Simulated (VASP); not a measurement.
# InSe (P-3m1) in VASP: a series of runs

The runs below take InSe through single point, with PBE+D3(BJ).

Program: VASP 6.6.1. These are calculated values, not measurements. Logs are shortened: lines on timing, memory, paths and dates and some standing lists are left out, and cuts for length are marked.

## Step 1: The cell of the first run

It takes space group P-3m1 (No. 164, trigonal). Conventional cell: a = 4.032 Å, b = 4.032 Å, c = 17.262 Å, α = 90.00°, β = 90.00°, γ = 120.00°. Within 3.5 Å of In (site symmetry 3m) lie 3 Se at 2.66 Å and 1 In at 2.79 Å. Within 3.5 Å of In (site symmetry 3m) lie 3 Se at 2.66 Å and 1 In at 2.79 Å. Se (site symmetry 3m) has 3 In at 2.66 Å within 3.5 Å. Within 3.5 Å of Se (site symmetry 3m) lie 3 In at 2.66 Å.

## Step 2: Single point, PBE+D3(BJ) (the distance across one plane changed)

INCAR reads:

```
PREC = Accurate
ENCUT = 520
EDIFF = 1E-7
ISMEAR = 0
SIGMA = 0.03
LREAL = False
LASPH = True
NELM = 60
ALGO = Normal
ISIF = 2
LWAVE = False
LCHARG = False
GGA = PE
IVDW = 12
NBANDS = 48
```

KPOINTS reads:

```
regular mesh
0
Gamma
  9 9 2
```

POSCAR reads:

```
InSe
1.0
   -4.0317714842      0.0000000000      0.0000000000
   -2.0158857421     -3.4916165276      0.0000000000
    0.0000000000      0.0000000000     17.2623716544
In Se
4 4
Direct
    0.3333333333      0.3333333333      0.1618309843
    0.6666666667      0.6666666667      0.6473486174
    0.3333333333      0.3333333333      0.3236866488
    0.6666666667      0.6666666667      0.8092042819
    0.3333333333      0.3333333333      0.5727856732
    0.6666666667      0.6666666667      0.0872680401
    0.3333333333      0.3333333333      0.8837672260
    0.6666666667      0.6666666667      0.3982495930
```

Potentials or basis: VASP PAW PBE potentials, release 64 (In_d, Se).

Started as:

```
$ cat potpaw_PBE.64/In_d/POTCAR potpaw_PBE.64/Se/POTCAR > POTCAR
$ mpirun -np 1 vasp_std > vasp.out
```

OUTCAR:

```text
PREC = Accurate
   ENCUT = 520
   EDIFF = 1E-7
   ISMEAR = 0
   LREAL = False
   LASPH = True
   NELM = 60
   ISIF = 2
   GGA = PE
   IVDW = 12
 IVDW          = 12

 ion  position               nearest neighbor table
   1  0.333  0.333  0.162-   6 2.66   6 2.66   6 2.66   3 2.79
   2  0.667  0.667  0.647-   5 2.66   5 2.66   5 2.66   4 2.79
   3  0.333  0.333  0.324-   8 2.66   8 2.66   8 2.66   1 2.79
   4  0.667  0.667  0.809-   7 2.66   7 2.66   7 2.66   2 2.79
   5  0.333  0.333  0.573-   2 2.66   2 2.66   2 2.66
   6  0.667  0.667  0.087-   1 2.66   1 2.66   1 2.66
   7  0.333  0.333  0.884-   4 2.66   4 2.66   4 2.66
   8  0.667  0.667  0.398-   3 2.66   3 2.66   3 2.66

  LATTYP: Found a hexagonal cell.
 ALAT       =     4.0317714842
 C/A-ratio  =     4.2815848373

  Lattice vectors:

 A1 = (   2.0158857421,   3.4916165276,   0.0000000000)
 A2 = (  -4.0317714842,   0.0000000000,   0.0000000000)
 A3 = (   0.0000000000,   0.0000000000,  17.2623716544)

Analysis of symmetry for initial positions (statically):
=====================================================================
 Subroutine PRICEL returns:
 Original cell was already a primitive cell.

 Routine SETGRP: Setting up the symmetry group for a
 hexagonal supercell.

 Subroutine GETGRP returns: Found 12 space group operations
 (whereof  6 operations were pure point group operations)
 out of a pool of 24 trial point group operations.

The static configuration has the point symmetry C_3v.
 The point group associated with its full space group is D_3d.

Analysis of symmetry for dynamics (positions and initial velocities):
=====================================================================
 Subroutine PRICEL returns:
 Original cell was already a primitive cell.

 Routine SETGRP: Setting up the symmetry group for a
 hexagonal supercell.

 Subroutine GETGRP returns: Found 12 space group operations
 (whereof  6 operations were pure point group operations)
 out of a pool of 24 trial point group operations.

The dynamic configuration has the point symmetry C_3v.
 The point group associated with its full space group is D_3d.

 Subroutine INISYM returns: Found 12 space group operations
 (whereof  6 operations are pure point group operations),
 and found     1 'primitive' translations

[... 107 lines left out ...]
   EDIFFG = 0.1E-05   stopping-criterion for IOM
   NSW    =      0    number of steps for IOM
   IBRION =     -1    ionic relax: 0-MD 1-quasi-New 2-CG
   NFREE  =      0    steps in history (QN), initial steepest desc. (CG)
   ISIF   =      2    stress and relaxation
   ISYM   =      2    0-nonsym 1-usesym 2-fastsym
   POTIM  = 0.5000    time-step for ionic-motion
   TEBEG  =    0.0;   TEEND  =   0.0 temperature during run
   PSTRESS=    0.0 pullay stress
   NELECT =      76.0000    total number of electrons
   NUPDOWN=      -1.0000    fix difference up-down
   EMIN   =  10.00;   EMAX   =-10.00  energy-range for DOS
   EFERMI =   0.00;   METHOD = LEGACY
   ISMEAR =     0;   SIGMA  =   0.03  broadening in eV -4-tet -1-fermi 0-gaus
   EFERMI_NEDOS =   21; number of points for ismear=-14 and -15
   IALGO  =     38    algorithm
   IMIX   =      4    mixing-type and parameters
     AMIX     =   0.40;   BMIX     =  1.00
     AMIX_MAG =   1.60;   BMIX_MAG =  1.00
  volume/ion in A,a.u.               =      30.38       204.99
  Fermi-wavevector in a.u.,A,eV,Ry     =   1.111233  2.099926 16.800996  1.234838
  Thomas-Fermi vector in A             =   2.247794
   LORBIT       =      0    0 simple, 1 ext, 2 COOP (PROOUT), +10 PAW based schemes
   GGA     = PE    functional components
   LHFCALC =     F    Hartree Fock is set to
   AEXX    =    0.0000 exact exchange contribution
   IVDW    =    12    specifies the selected vdW correction
   LEPSILON=     F    determine dielectric tensor
   LRPA    =     F    only Hartree local field effects (RPA)
 non-spin polarized calculation
 Gauss-broadening in eV      SIGMA  =   0.03
  energy-cutoff  :      520.00
  volume of cell :      243.01
 maximum number of plane-waves:      6590
 NGX is ok and might be reduce to    30
   NGX = 15   NGY = 15   NGZ = 65

 number of electron      76.0000001 magnetization

 Free energy of the ion-electron system (eV)
  ---------------------------------------------------
  ext. energy  EPLUGINS =         0.00000000
  ---------------------------------------------------
  free energy    TOTEN  =       -28.36353126 eV

  energy without entropy =      -28.36353126  energy(sigma->0) =      -28.36353126

 E-fermi :   3.7764     XC(G=0):  -8.7060

 val. band max:        3.6166587493   @ k =   0.0000   0.0000   0.0000
 cond. band min:       4.1521247916   @ k =   0.0000   0.0000   0.0000
 fundamental gap:      0.5354660423
 Fermi energy:         3.7763878451

 k-point     1 :       0.0000    0.0000    0.0000
  band No.  band energies     occupation
      1     -11.0417      2.00000
      2     -11.0412      2.00000
      3     -10.8572      2.00000
      4     -10.8572      2.00000
      5     -10.8570      2.00000
      6     -10.8570      2.00000
[... 1213 lines left out ...]
     47       9.3555      0.00000
     48       9.3555      0.00000

------------------------ aborting loop because EDIFF is reached ----------------------------------------

 Edisp (eV)   -2.29673

 E8    (eV) :    -1.0520

  FORCE on cell =-STRESS in cart. coord.  units (eV):
  Direction    XX          YY          ZZ          XY          YZ          ZX
  --------------------------------------------------------------------------------------
  -------------------------------------------------------------------------------------
  Total      -0.05322    -0.05322    -0.39465     0.00000    -0.00000     0.00000
  in kB      -0.35086    -0.35086    -2.60193     0.00000    -0.00000     0.00000
  external pressure =       -1.10 kB  Pullay stress =        0.00 kB

 VOLUME and BASIS-vectors are now :
 -----------------------------------------------------------------------------
  energy-cutoff  :      520.00
  volume of cell :      243.01
      direct lattice vectors                 reciprocal lattice vectors
    -4.031771484  0.000000000  0.000000000    -0.248029930  0.143200147  0.000000000
    -2.015885742 -3.491616528  0.000000000     0.000000000 -0.286400294  0.000000000
     0.000000000  0.000000000 17.262371654     0.000000000  0.000000000  0.057929468

 POSITION                                       TOTAL-FORCE (eV/Angst)
 -----------------------------------------------------------------------------------
     -2.01589     -1.16387      2.79359        -0.000000     -0.000000      0.000419
     -4.03177     -2.32774     11.17477         0.000000     -0.000000      0.018671
     -2.01589     -1.16387      5.58760         0.000000      0.000000     -0.018671
     -4.03177     -2.32774     13.96879         0.000000      0.000000     -0.000419
     -2.01589     -1.16387      9.88764        -0.000000     -0.000000     -0.014052
     -4.03177     -2.32774      1.50645         0.000000     -0.000000     -0.107167
     -2.01589     -1.16387     15.25592        -0.000000      0.000000      0.107167
     -4.03177     -2.32774      6.87473         0.000000      0.000000      0.014052
 -----------------------------------------------------------------------------------
    total drift:                                0.000000      0.000000     -0.000046

  FREE ENERGIE OF THE ION-ELECTRON SYSTEM (eV)
  ---------------------------------------------------
  free  energy   TOTEN  =       -30.6602602381 eV

  energy  without entropy=      -30.6602602381  energy(sigma->0) =      -30.66026024
```

OSZICAR:

```text
N       E                     dE             d eps       ncg     rms          rms(c)
DAV:   1     0.785541944177E+03    0.78554E+03   -0.33859E+04  2304   0.175E+03
DAV:   2     0.924408606198E+02   -0.69310E+03   -0.67193E+03  2304   0.470E+02
DAV:   3    -0.213891874752E+02   -0.11383E+03   -0.10985E+03  2808   0.194E+02
DAV:   4    -0.289812273436E+02   -0.75920E+01   -0.75373E+01  2760   0.499E+01
DAV:   5    -0.292648465012E+02   -0.28362E+00   -0.28345E+00  2832   0.997E+00    0.994E+00
DAV:   6    -0.283803850337E+02    0.88446E+00   -0.13628E+00  3000   0.159E+01    0.580E+00
DAV:   7    -0.283685939575E+02    0.11791E-01   -0.10116E+00  3280   0.549E+00    0.141E+00
DAV:   8    -0.283600249748E+02    0.85690E-02   -0.10508E-01  3344   0.320E+00    0.105E+00
DAV:   9    -0.283625746552E+02   -0.25497E-02   -0.18899E-02  2760   0.608E-01    0.437E-01
DAV:  10    -0.283631487234E+02   -0.57407E-03   -0.20750E-03  3456   0.380E-01    0.215E-01
DAV:  11    -0.283635292148E+02   -0.38049E-03   -0.10127E-03  2760   0.218E-01    0.726E-02
DAV:  12    -0.283635157208E+02    0.13494E-04   -0.86107E-05  3440   0.826E-02    0.351E-02
DAV:  13    -0.283635298488E+02   -0.14128E-04   -0.26974E-05  3032   0.248E-02    0.169E-02
DAV:  14    -0.283635309865E+02   -0.11377E-05   -0.46134E-06  2784   0.247E-02    0.182E-03
DAV:  15    -0.283635312149E+02   -0.22841E-06   -0.12344E-06  2376   0.487E-03    0.155E-03
DAV:  16    -0.283635312579E+02   -0.43023E-07   -0.10259E-07  1984   0.187E-03
   1 F= -.30660260E+02 E0= -.30660260E+02  d E =-.509991E-16
```

stdout:

```text
POSCAR found type information on POSCAR InSe
 POSCAR found :  2 types and       8 ions
 scaLAPACK will be used
 LDA part: xc-table for (Slater+PW92), standard interpolation
 POSCAR, INCAR and KPOINTS ok, starting setup
 FFT: planning ... GRIDC
 FFT: planning ... GRID_SOFT
 FFT: planning ... GRID
 WAVECAR not read
 entering main loop
```

It took 9.8 min on 1 thread of Intel Xeon 8259CL, shared host; peak memory 0.46 GiB.

Results:

```yaml
Free_energy: -30.6603 eV
Pressure: -0.1 GPa
Largest_force: 0.107 eV/Å
Band_gap_on_the_k_mesh: 0.54 eV
Dispersion_energy_per_atom: -0.287 eV
```

Forces on the atoms (eV/Å):
```
In   0.000  0.000  0.000
In   0.000  0.000  0.019
In   0.000  0.000 -0.019
In   0.000  0.000  0.000
Se   0.000  0.000 -0.014
Se   0.000  0.000 -0.107
Se   0.000  0.000  0.107
Se   0.000  0.000  0.014
```

Stress tensor (GPa, compression positive):
```
-0.04  0.00  0.00
 0.00 -0.04  0.00
 0.00  0.00 -0.26
```

Caveat: the cell differs from its parent crystal (the distance across one plane changed); semilocal functionals underestimate gaps, and a narrow one can read as zero; spin-orbit coupling is left out, which moves the levels of the heavy elements.

[end of part 1 of 2]
